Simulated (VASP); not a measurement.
Set up this calculation in VASP 6.6.1, as the native input.

```yaml
Task: single point
Functional: PBEsol
Potentials_or_basis: VASP PAW PBE potentials, release 64 (I, K_sv)
Cutoff: 520 eV
k_mesh: 6 × 6 × 6
Occupations: fermi-dirac, width 0.05 eV
Spin: no spin polarisation
Dipole_correction: no
Further_INCAR_settings: ALGO = Normal; EDIFF = 1e-06; NBANDS = 15
```

The structure of KI lies in POSCAR:

```
KI
1.0
    0.0000000000      3.5681027500      3.5327750000
    3.5681027500      0.0000000000      3.5327750000
    3.5681027500      3.5681027500      0.0000000000
I K
1 1
Direct
    0.5000000000      0.5000000000      0.5000000000
    0.0000000000      0.0000000000      0.0000000000
```

One way to write it, as run:

INCAR

```
  PREC = Accurate
  ENCUT = 520
  EDIFF = 1E-6
  ISMEAR = -1
  SIGMA = 0.05
  LREAL = F
  LASPH = T
  NELM = 60
  ALGO = Normal
  ISIF = 2
  LWAVE = F
  LCHARG = T
  GGA = PS
  LELF = T
  LVHAR = T
  NBANDS = 15
```

KPOINTS

```
Automatic mesh
0
Gamma
  6 6 6
```

Potentials or basis: VASP PAW PBE potentials, release 64 (I, K_sv).

Run with:

```bash
$ cat potpaw_PBE.64/I/POTCAR potpaw_PBE.64/K_sv/POTCAR > POTCAR
$ mpirun -np 1 vasp_std > vasp.out
```

Results of the run:

| Item | Value |
| --- | --- |
| Pressure | -0.5 GPa |
| Band gap on the k mesh | 3.77 eV |

Caveat: the PAW data sets were made with another functional, which shifts forces and pressure a little; spin-orbit coupling is left out, which moves the levels of the heavy elements.

It took 43 s on 1 thread of Intel Xeon 8259CL (shared host), peak memory 0.25 GiB.
